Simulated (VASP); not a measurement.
A run of VASP 6.6.1 is set up as follows.

File POSCAR:

```
HfN
1.0
    3.1999394429      0.0000000000      0.0000000000
    0.0000000000      3.1999394429      0.0000000000
    1.5999697215      1.5999697215      2.2626988795
Hf N
1 1
Direct
    0.0000000000      0.0000000000      0.0000000000
    0.5000000000      0.5000000000      0.0000000000
```

INCAR.step1

```
PREC     = Accurate       # precision mode
ENCUT    = 520            # plane-wave cutoff, eV
ISMEAR   = 0              # smearing method
SIGMA    = 0.1            # smearing width, eV
LREAL    = False          # projectors in reciprocal space
LASPH    = True           # aspherical terms in the spheres
NELM     = 60             # most SCF steps
ISYM     = 0            
NBANDS   = 14             # bands
GGA      = PE             # functional
ALGO     = Normal         # electronic algorithm
EDIFF    = 1E-4           # SCF threshold, eV
LWAVE    = True           # write WAVECAR
LCHARG   = False          # write CHGCAR
```

File INCAR.step2:

```
PREC     = Accurate       # precision mode
ENCUT    = 520            # plane-wave cutoff, eV
EDIFF    = 1E-6           # SCF threshold, eV
ISMEAR   = 0              # smearing method
SIGMA    = 0.1            # smearing width, eV
LREAL    = False          # projectors in reciprocal space
LASPH    = True           # aspherical terms in the spheres
NELM     = 60             # most SCF steps
ALGO     = Normal         # electronic algorithm
ISIF     = 2              # what is computed and relaxed
LWAVE    = False          # write WAVECAR
LCHARG   = False          # write CHGCAR
METAGGA  = R2SCAN         # meta-GGA
LMIXTAU  = True         
ISYM     = 0            
NBANDS   = 14             # bands
ISTART   = 1
```

The input KPOINTS:

```
Automatic mesh
0
Gamma
  11 11 15
```

Potentials or basis: VASP PAW PBE potentials, release 64 (Hf_pv, N).

Run with:

```sh
$ cat potpaw_PBE.64/Hf_pv/POTCAR potpaw_PBE.64/N/POTCAR > POTCAR
$ cp INCAR.step1 INCAR
$ mpirun -np 1 vasp_std > vasp.out
$ cp INCAR.step2 INCAR
$ mpirun -np 1 vasp_std > vasp.out
```

**Question.** Estimate the band gap on the k mesh.

**Answer.** Zero (an odd number of electrons rules out a gap without spin polarisation).

**Question.** Predict the pressure.

**Answer.** -2.6 GPa.

Caveat: the PAW data sets were made with another functional, which shifts forces and pressure a little; spin-orbit coupling is left out, which moves the levels of the heavy elements.
